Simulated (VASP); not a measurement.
Input of a VASP 6.6.1 run:

INCAR

```
PREC     = Accurate       # precision mode
ENCUT    = 520            # plane-wave cutoff, eV
EDIFF    = 1E-6           # SCF threshold, eV
ISMEAR   = 0              # smearing method
SIGMA    = 0.15           # smearing width, eV
LREAL    = F              # projectors in reciprocal space
LASPH    = T              # aspherical terms in the spheres
NELM     = 100            # most SCF steps
ALGO     = Fast           # electronic algorithm
ISIF     = 2              # what is computed and relaxed
LWAVE    = F              # write WAVECAR
LCHARG   = F              # write CHGCAR
GGA      = PS             # functional
NBANDS   = 11             # bands
```

The input KPOINTS:

```
regular mesh
0
Gamma
  20 20 20
```

File POSCAR:

```
Pd
1.0
    0.0000000000      2.1004920000      1.9449000000
    2.1004920000      0.0000000000      1.9449000000
    2.1004920000      2.1004920000      0.0000000000
Pd
1
Direct
    0.0000000000      0.0000000000      0.0000000000
```

Potentials or basis: VASP PAW PBE potentials, release 64 (Pd).

The run is started by

```bash
$ cat potpaw_PBE.64/Pd/POTCAR > POTCAR
$ mpirun -np 1 vasp_std > vasp.out
```

What does it give for the band gap on the k mesh?

Zero (bands 5 and 6 overlap by 1.39 eV).

Predict the pressure.

-21.3 GPa.

Stress tensor (GPa, compression positive):
```
-21.84   0.00   0.00
  0.00 -21.84   0.00
  0.00   0.00 -20.22
```

Caveat: the cell differs from its parent crystal (strain +0.080 along x and y, +0.000 along z); the cell stands under tension; the PAW data sets were made with another functional, which shifts forces and pressure a little.
